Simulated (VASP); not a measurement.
GaTe3W, 5 atoms in the cell. It takes space group P4/mmm (No. 123, tetragonal). The conventional cell has a = 3.810 Å, b = 3.810 Å, c = 8.906 Å, α = 90.00°, β = 90.00°, γ = 90.00°. Within 3.9 Å of Ga (site symmetry 4/mmm) lie 4 W at 2.69 Å and 8 Te at 3.74 Å and 4 Ga at 3.81 Å. Te (site symmetry 4mm) has 1 W at 2.59 Å and 4 Te at 3.27 Å within 3.4 Å. Te (site symmetry 4/mmm) has 12 Te at 3.27 to 3.81 Å and 2 Ga at 4.45 Å within 4.5 Å. Within 3.4 Å of W (site symmetry 4/mmm) lie 2 Te at 2.59 Å and 4 Ga at 2.69 Å. The cell was built from a structure type or drawn by symmetry, and may not be a known phase.

| Quantity | Value |
| --- | --- |
| Program | VASP 6.6.1 |
| Task | relaxation of cell and atoms |
| Functional | PBE |
| Potentials or basis | VASP PAW PBE potentials, release 64 (Ga_d, Te, W_sv) |
| Cutoff | 600 eV |
| k mesh | 10 × 10 × 4 |
| Occupations | gaussian, width 0.1 eV |
| Spin | no spin polarisation |
| Dipole correction | no |
| Further INCAR settings | ALGO = Normal; EDIFF = 1e-07; IBRION = 2; EDIFFG = -0.01; NSW = 100; ISIF = 3 |

Potentials or basis: VASP PAW PBE potentials, release 64 (Ga_d, Te, W_sv).

Launch:

```console
$ cat potpaw_PBE.64/Ga_d/POTCAR potpaw_PBE.64/Te/POTCAR potpaw_PBE.64/W_sv/POTCAR > POTCAR
$ mpirun -np 1 vasp_std > vasp.out
```

Hardware: 1 thread of Intel(R) Xeon(R) Platinum 8259CL CPU @ 2.50GHz (Skylake/Cascade Lake) (shared host).

Problem. How long does it take, and how much memory?

Solution. Run time: 19 min on 1 thread of Intel(R) Xeon(R) Platinum 8259CL CPU @ 2.50GHz (Skylake/Cascade Lake), on a shared host, peak memory 0.46 GiB. Counts: scf iterations 80, k points 63, ion steps 8.
